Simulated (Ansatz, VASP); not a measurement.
# CoNiO2 in VASP and in Ansatz

The input INCAR:

```
ALGO = Normal ; EDIFF = 1E-7
ENCUT = 520 ; GGA = PS
ISIF = 2 ; ISMEAR = -1
ISPIN = 2 ; LASPH = T
LCHARG = F ; LMAXMIX = 4
LORBIT = 11 ; LREAL = F
LWAVE = F ; MAGMOM = 0 0 0 0
NBANDS = 28 ; NELM = 150
NUPDOWN = 0.0 ; PREC = Accurate
SIGMA = 0.05
```

KPOINTS

```
k-points
0
Gamma
  7 7 5
```

POSCAR

```
CoNiO2
1.0
    3.0143330000      0.0000000000      0.0000000000
    0.0000000000      3.0143330000      0.0000000000
    0.0000000000      0.0000000000      4.2222850000
Ni Co O
1 1 2
Direct
    0.0000000000      0.0000000000      0.0000000000
    0.5000000000      0.5000000000      0.5000000000
    0.0000000000      0.0000000000      0.5000000000
    0.5000000000      0.5000000000      0.0000000000
```

The input input.yaml:

```yaml
crystal:
  lattice:
    - [3.014333, 0.0, 0.0]
    - [0.0, 3.014333, 0.0]
    - [0.0, 0.0, 4.222285]
  atoms:
    - { symbol: Ni, position: [0.0, 0.0, 0.0] }
    - { symbol: Co, position: [0.5, 0.5, 0.5] }
    - { symbol: O, position: [0.0, 0.0, 0.5] }
    - { symbol: O, position: [0.5, 0.5, 0.0] }
hamiltonian:
  xc: pbesol
  pseudopotentials: { kind: paw }
magnetization:
  spin_polarized: true
  initial_magnetization: 0.0
  spin_locking: { lock_magnetization: hard }
kpoints:
  mp_grid: { grid: [7, 7, 5] }
scf:
  occupations: { method: fermi_dirac, width: 0.05 }
  lower_state_search: "off"
output:
  forces: true
  stress: true
  eigenvalues: true
  write_density: true
  write_potential: true
  elf: true
  volumetric_format: npy
```

Alike in both runs: task single point; functional PBEsol; k mesh 7 × 7 × 5; occupations fermi-dirac, width 0.05 eV; collinear spin; fixed moment 0 μB.

```csv
,VASP,Ansatz
version,VASP 6.6.1,Ansatz 0.2.0
potentials or method,"VASP PAW PBE potentials, release 64 (Ni, Co, O)",Ansatz PAW
plane-wave cutoff (eV),520,420
valence electrons in the cell,31,47
```

|  | VASP | Ansatz | Ansatz less VASP |
| --- | --- | --- | --- |
| pressure (GPa) | -23.8 | -23.8 | -0.01 |
| traceless stress, the component that is largest in VASP (GPa) | 0.13 | 0.08 | -0.057 |
| net moment per atom (μB) | 0.00 | 0.00 | 0.000 |

VASP's potentials were made for PBE, not for PBEsol. VASP's potentials hold 31 valence electrons a cell and Ansatz's 47, so a difference there can come from the potentials and not from the codes.
